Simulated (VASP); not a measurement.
Input of a VASP 6.6.1 run:

File INCAR:

```
SYSTEM = SrTiO3
ALGO     = Normal         ! electronic algorithm
EDIFF    = 1E-7           ! SCF threshold, eV
ENCUT    = 520            ! plane-wave cutoff, eV
ISIF     = 2              ! what is computed and relaxed
ISMEAR   = 0              ! smearing method
LASPH    = .True.         ! aspherical terms in the spheres
LCHARG   = .False.        ! write CHGCAR
LREAL    = .False.        ! projectors in reciprocal space
LWAVE    = .False.        ! write WAVECAR
NBANDS   = 28             ! bands
NELM     = 80             ! most SCF steps
PREC     = Accurate       ! precision mode
SIGMA    = 0.02           ! smearing width, eV
```

File KPOINTS:

```
k-points
0
Gamma
  8 8 8
  0 0 0
```

The input POSCAR:

```
SrTiO3
1.0
    3.8542178121      0.0000000000      0.0000000000
    0.0000000000      3.8542178121      0.0000000000
    0.0000000000      0.0000000000      3.8542178121
Sr Ti O
1 1 3
Direct
    0.5000000000      0.5000000000      0.5000000000
    0.0000000000      0.0000000000      0.0000000000
    0.5000000000      0.0000000000      0.0000000000
    0.0000000000      0.5000000000      0.0000000000
    0.0000000000      0.0000000000      0.5000000000
```

Potentials or basis: VASP PAW LDA potentials, release 64 (Sr_sv, Ti_sv, O).

Command:

```console
$ cat potpaw_LDA.64/Sr_sv/POTCAR potpaw_LDA.64/Ti_sv/POTCAR potpaw_LDA.64/O/POTCAR > POTCAR
$ mpirun -np 1 vasp_std > vasp.out
```

**Question.** Predict the pressure.

**Answer.** 1.1 GPa.

**Question.** What does it give for the band gap on the k mesh?

**Answer.** 1.82 eV (least direct gap 2.15 eV).

A k mesh can miss the band edges. Expect the measured gap to be larger: semilocal functionals such as LDA lack the derivative discontinuity.
